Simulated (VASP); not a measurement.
# Ta3Ga (Pm-3m) in VASP: notebook

Ta3Ga is run at these levels: r2SCAN; tasks: single point.

Everything below comes from runs of VASP 6.6.1. Logs are shortened: lines on timing, memory, paths and dates and some standing lists are left out, and cuts for length are marked.

## 1. The cell of the first run

It takes space group Pm-3m (No. 221, cubic). Conventional cell: a = 4.043 Å, b = 4.043 Å, c = 4.043 Å, α = 90.00°, β = 90.00°, γ = 90.00°. Within 3.8 Å of Ta (site symmetry 4/mmm) lie 8 Ta at 2.86 Å and 4 Ga at 2.86 Å. Ga (site symmetry m-3m) has 12 Ta at 2.86 Å within 3.8 Å.

## 2. Single point, r2SCAN

POSCAR reads:

```
Ta3Ga
1.0
    4.0428276306      0.0000000000      0.0000000000
    0.0000000000      4.0428276306      0.0000000000
    0.0000000000      0.0000000000      4.0428276306
Ta Ga
3 1
Direct
    0.0000000000      0.5000000000      0.5000000000
    0.5000000000      0.0000000000      0.5000000000
    0.5000000000      0.5000000000      0.0000000000
    0.0000000000      0.0000000000      0.0000000000
```

INCAR.step1 reads:

```
ALGO = Normal ; EDIFF = 1E-4
ENCUT = 520 ; GGA = PE
ISMEAR = 0 ; LASPH = T
LCHARG = F ; LREAL = F
LWAVE = T ; NBANDS = 31
NELM = 60 ; PREC = Accurate
SIGMA = 0.1
```

INCAR.step2 reads:

```
ALGO = Normal ; EDIFF = 1E-6
ENCUT = 520 ; ISIF = 2
ISMEAR = 0 ; ISTART = 1
LASPH = T ; LCHARG = F
LMIXTAU = T ; LREAL = F
LWAVE = F ; METAGGA = R2SCAN
NBANDS = 31 ; NELM = 60
PREC = Accurate ; SIGMA = 0.1
```

KPOINTS reads:

```
k-points
0
Gamma
  4 4 4
```

Potentials or basis: VASP PAW PBE potentials, release 64 (Ta_pv, Ga_d).

The run is started by

```bash
cat potpaw_PBE.64/Ta_pv/POTCAR potpaw_PBE.64/Ga_d/POTCAR > POTCAR
cp INCAR.step1 INCAR
mpirun -np 1 vasp_std > vasp.out
cp INCAR.step2 INCAR
mpirun -np 1 vasp_std > vasp.out
```

OUTCAR:

```text
EDIFF = 1E-6
   ENCUT = 520
   ISIF = 2
   ISMEAR = 0
   ISTART = 1
   LASPH = T
   LREAL = F
   METAGGA = R2SCAN
   NELM = 60
   PREC = Accurate

 ion  position               nearest neighbor table
   1  0.000  0.500  0.500-   2 2.86   3 2.86   4 2.86   3 2.86   4 2.86   2 2.86   4 2.86   4 2.86
                             2 2.86   3 2.86   3 2.86   2 2.86
   2  0.500  0.000  0.500-   1 2.86   3 2.86   4 2.86   3 2.86   4 2.86   1 2.86   3 2.86   3 2.86
                             1 2.86   4 2.86   4 2.86   1 2.86
   3  0.500  0.500  0.000-   1 2.86   2 2.86   4 2.86   1 2.86   2 2.86   2 2.86   4 2.86   2 2.86
                             1 2.86   4 2.86   1 2.86   4 2.86
   4  0.000  0.000  0.000-   1 2.86   2 2.86   3 2.86   1 2.86   2 2.86   1 2.86   3 2.86   1 2.86
                             2 2.86   3 2.86   2 2.86   3 2.86

  LATTYP: Found a simple cubic cell.
 ALAT       =     4.0428276306

  Lattice vectors:

 A1 = (   4.0428276306,   0.0000000000,   0.0000000000)
 A2 = (   0.0000000000,   4.0428276306,   0.0000000000)
 A3 = (   0.0000000000,   0.0000000000,   4.0428276306)

Analysis of symmetry for initial positions (statically):
=====================================================================
 Subroutine PRICEL returns:
 Original cell was already a primitive cell.

 Routine SETGRP: Setting up the symmetry group for a
 simple cubic supercell.

 Subroutine GETGRP returns: Found 48 space group operations
 (whereof 48 operations were pure point group operations)
 out of a pool of 48 trial point group operations.

The static configuration has the point symmetry O_h .

Analysis of symmetry for dynamics (positions and initial velocities):
=====================================================================
 Subroutine PRICEL returns:
 Original cell was already a primitive cell.

 Routine SETGRP: Setting up the symmetry group for a
 simple cubic supercell.

 Subroutine GETGRP returns: Found 48 space group operations
 (whereof 48 operations were pure point group operations)
 out of a pool of 48 trial point group operations.

The dynamic configuration has the point symmetry O_h .

 Subroutine INISYM returns: Found 48 space group operations
 (whereof 48 operations are pure point group operations),
 and found     1 'primitive' translations

----------------------------------------------------------------------------------------

                                     Primitive cell

  volume of cell :      66.0778

  direct lattice vectors                    reciprocal lattice vectors
     4.042827631  0.000000000  0.000000000     0.247351629  0.000000000  0.000000000
     0.000000000  4.042827631  0.000000000     0.000000000  0.247351629  0.000000000
     0.000000000  0.000000000  4.042827631     0.000000000  0.000000000  0.247351629

  length of vectors
     4.042827631  4.042827631  4.042827631     0.247351629  0.247351629  0.247351629

  position of ions in fractional coordinates (direct lattice)
     0.000000000  0.500000000  0.500000000
     0.500000000  0.000000000  0.500000000
     0.500000000  0.500000000  0.000000000
     0.000000000  0.000000000  0.000000000

  ion indices of the primitive-cell ions
   primitive index   ion index
                 1           1
                 2           2
                 3           3
                 4           4

----------------------------------------------------------------------------------------

 KPOINTS: k-points

Automatic generation of k-mesh.
 Grid dimensions read from file:
 generate k-points for:    4    4    4

 Generating k-lattice:

  Cartesian coordinates                     Fractional coordinates (reciprocal lattice)
     0.061837907  0.000000000  0.000000000     0.250000000  0.000000000  0.000000000
     0.000000000  0.061837907  0.000000000     0.000000000  0.250000000  0.000000000
     0.000000000  0.000000000  0.061837907     0.000000000  0.000000000  0.250000000

  Length of vectors
     0.061837907  0.061837907  0.061837907

  Shift w.r.t. Gamma in fractional coordinates (k-lattice)
     0.000000000  0.000000000  0.000000000

 Subroutine IBZKPT returns following result:
 ===========================================

 Found     10 irreducible k-points:

 Following reciprocal coordinates:
            Coordinates               Weight
  0.000000  0.000000  0.000000      1.000000
  0.250000  0.000000  0.000000      6.000000
  0.500000  0.000000  0.000000      3.000000
  0.250000  0.250000  0.000000     12.000000
  0.500000  0.250000  0.000000     12.000000
  0.500000  0.500000  0.000000      3.000000
  0.250000  0.250000  0.250000      8.000000
  0.500000  0.250000  0.250000     12.000000
  0.500000  0.500000  0.250000      6.000000
  0.500000  0.500000  0.500000      1.000000
   k-points           NKPTS =     10   k-points in BZ     NKDIM =     10   number of bands    NBANDS=     31
   number of dos      NEDOS =    301   number of ions     NIONS =      4
   total plane-waves  NPLWV =  27000
   dimension x,y,z NGX =    30 NGY =   30 NGZ =   30
   dimension x,y,z NGXF=    60 NGYF=   60 NGZF=   60
   ions per type =               3   1
   NGX,Y,Z   is equivalent  to a cutoff of  12.34, 12.34, 12.34 a.u.
   NGXF,Y,Z  is equivalent  to a cutoff of  24.67, 24.67, 24.67 a.u.
 SYSTEM =  unknown system
   PREC   = accura    normal or accurate (medium, high low for compatibility)
   ISTART =      1    job   : 0-new  1-cont  2-samecut
   ICHARG =      0    charge: 1-file 2-atom 10-const
   ISPIN  =      1    spin polarized calculation?
   LNONCOLLINEAR =      F non collinear calculations
   LSORBIT =      F    spin-orbit coupling
   LASPH  =      T    aspherical Exc in radial PAW
   ENCUT  =  520.0 eV  38.22 Ry    6.18 a.u.   7.52  7.52  7.52*2*pi/ulx,y,z
   NELM   =     60;   NELMIN=  2; NELMDL=  0     # of ELM steps
   EDIFF  = 0.1E-05   stopping-criterion for ELM
   LREAL  =      F    real-space projection
   EDIFFG = 0.1E-04   stopping-criterion for IOM
   NSW    =      0    number of steps for IOM
   IBRION =     -1    ionic relax: 0-MD 1-quasi-New 2-CG
   NFREE  =      0    steps in history (QN), initial steepest desc. (CG)
   ISIF   =      2    stress and relaxation
   ISYM   =      2    0-nonsym 1-usesym 2-fastsym
   POTIM  = 0.5000    time-step for ionic-motion
   TEBEG  =    0.0;   TEEND  =   0.0 temperature during run
   PSTRESS=    0.0 pullay stress
   NELECT =      46.0000    total number of electrons
   NUPDOWN=      -1.0000    fix difference up-down
   EMIN   =  10.00;   EMAX   =-10.00  energy-range for DOS
   EFERMI =   0.00;   METHOD = LEGACY
   ISMEAR =     0;   SIGMA  =   0.10  broadening in eV -4-tet -1-fermi 0-gaus
   EFERMI_NEDOS =   21; number of points for ismear=-14 and -15
   IALGO  =     38    algorithm
   IMIX   =      4    mixing-type and parameters
     AMIX     =   0.40;   BMIX     =  1.00
     AMIX_MAG =   1.60;   BMIX_MAG =  1.00
  volume/ion in A,a.u.               =      16.52       111.48
  Fermi-wavevector in a.u.,A,eV,Ry     =   1.450916  2.741833 28.642396  2.105157
  Thomas-Fermi vector in A             =   2.568473
   LORBIT       =      0    0 simple, 1 ext, 2 COOP (PROOUT), +10 PAW based schemes
   METAGGA = R2SCAN    functional components
   LHFCALC =     F    Hartree Fock is set to
   AEXX    =    0.0000 exact exchange contribution
   IVDW    =     0    specifies the selected vdW correction
   LEPSILON=     F    determine dielectric tensor
   LRPA    =     F    only Hartree local field effects (RPA)
 non-spin polarized calculation
 Gauss-broadening in eV      SIGMA  =   0.10
  energy-cutoff  :      520.00
  volume of cell :       66.08
 maximum number of plane-waves:      1800
   NGX = 15   NGY = 15   NGZ = 15

 number of electron      46.0000019 magnetization

 Free energy of the ion-electron system (eV)
  ---------------------------------------------------
  ext. energy  EPLUGINS =         0.00000000
  ---------------------------------------------------
  free energy    TOTEN  =      -157.34957542 eV

  energy without entropy =     -157.32202462  energy(sigma->0) =     -157.33580002

 E-fermi :   6.5744     XC(G=0): -13.9803

 val. band max:        6.5705446396   @ k =   0.5000   0.0000   0.0000
 cond. band min:       6.5962672782   @ k =   0.5000   0.5000   0.2500
 fundamental gap:      0.0257226386
 Fermi energy:         6.5744159454

 k-point     1 :       0.0000    0.0000    0.0000
  band No.  band energies     occupation
      1     -29.2205      2.00000
      2     -29.2205      2.00000
      3     -29.2205      2.00000
      4     -28.6019      2.00000
      5     -28.6019      2.00000
      6     -28.6019      2.00000
[... 23 lines left out ...]
     30      12.6617      0.00000
     31      13.3603      0.00000

 k-point     2 :       0.2500    0.0000    0.0000
  band No.  band energies     occupation
      1     -29.1358      2.00000
      2     -29.1358      2.00000
      3     -29.0922      2.00000
      4     -28.6372      2.00000
      5     -28.6372      2.00000
      6     -28.6157      2.00000
[... 23 lines left out ...]
     30      12.1111      0.00000
     31      12.2237      0.00000

 k-point     3 :       0.5000    0.0000    0.0000
  band No.  band energies     occupation
      1     -29.0159      2.00000
      2     -29.0159      2.00000
      3     -28.8421      2.00000
      4     -28.7085      2.00000
      5     -28.7085      2.00000
      6     -28.6295      2.00000
[... 23 lines left out ...]
     30      10.7828      0.00000
     31      12.0969      0.00000

 k-point     4 :       0.2500    0.2500    0.0000
  band No.  band energies     occupation
      1     -29.1867      2.00000
      2     -29.0467      2.00000
      3     -28.9127      2.00000
      4     -28.8117      2.00000
      5     -28.6545      2.00000
      6     -28.4896      2.00000
[... 159 lines left out ...]
     30      10.6302      0.00000
     31      12.2241      0.00000

 k-point     9 :       0.5000    0.5000    0.2500
  band No.  band energies     occupation
      1     -29.3382      2.00000
      2     -29.1941      2.00000
      3     -29.0535      2.00000
      4     -29.0535      2.00000
      5     -28.3827      2.00000
      6     -28.3827      2.00000
[... 23 lines left out ...]
     30      10.3600      0.00000
     31      11.9752      0.00000

 k-point    10 :       0.5000    0.5000    0.5000
  band No.  band energies     occupation
      1     -29.5068      2.00000
      2     -29.1907      2.00000
      3     -29.1907      2.00000
      4     -29.1907      2.00000
      5     -28.2425      2.00000
      6     -28.2425      2.00000
[... 23 lines left out ...]
     30      10.1799      0.00000
     31      12.0795      0.00000

------------------------ aborting loop because EDIFF is reached ----------------------------------------

  FORCE on cell =-STRESS in cart. coord.  units (eV):
  Direction    XX          YY          ZZ          XY          YZ          ZX
  --------------------------------------------------------------------------------------
  -------------------------------------------------------------------------------------
  Total        3.9070488      3.9070488      3.9070488     -0.0000000     -0.0000000      0.0000000
  in kB       94.7335360     94.7335360     94.7335360     -0.0000000     -0.0000000      0.0000000
  external PRESSURE =      94.7335360 kB  Pullay stress =       0.0000000 kB

 VOLUME and BASIS-vectors are now :
 -----------------------------------------------------------------------------
  energy-cutoff  :      520.00
  volume of cell :       66.08
      direct lattice vectors                 reciprocal lattice vectors
     4.042827631  0.000000000  0.000000000     0.247351629  0.000000000  0.000000000
     0.000000000  4.042827631  0.000000000     0.000000000  0.247351629  0.000000000
     0.000000000  0.000000000  4.042827631     0.000000000  0.000000000  0.247351629

 POSITION                                       TOTAL-FORCE (eV/Angst)
 -----------------------------------------------------------------------------------
      0.00000      2.02141      2.02141         0.000000      0.000000      0.000000
      2.02141      0.00000      2.02141         0.000000      0.000000      0.000000
      2.02141      2.02141      0.00000         0.000000      0.000000      0.000000
      0.00000      0.00000      0.00000         0.000000      0.000000      0.000000
 -----------------------------------------------------------------------------------
    total drift:                                0.000000      0.000000     -0.000000

  FREE ENERGIE OF THE ION-ELECTRON SYSTEM (eV)
  ---------------------------------------------------
  free  energy   TOTEN  =      -157.3495754242 eV

  energy  without entropy=     -157.3220246202  energy(sigma->0) =     -157.33580002
```

It took 49 s on 1 thread of Intel Xeon Platinum 8488C (Sapphire Rapids), shared host; peak memory 0.17 GiB.

What came out:

```yaml
Free_energy: -157.3496 eV
Pressure: 9.5 GPa
Band_gap_on_the_k_mesh: zero (band 23 reaches 7.08 eV, above the bottom of band 24 at 6.25 eV)
```

Caveat: the k points lie up to 0.39 Å⁻¹ apart; the PAW data sets were made with another functional, which shifts forces and pressure a little; spin-orbit coupling is left out, which moves the levels of the heavy elements.

(Part 1 of 2 ends here.)
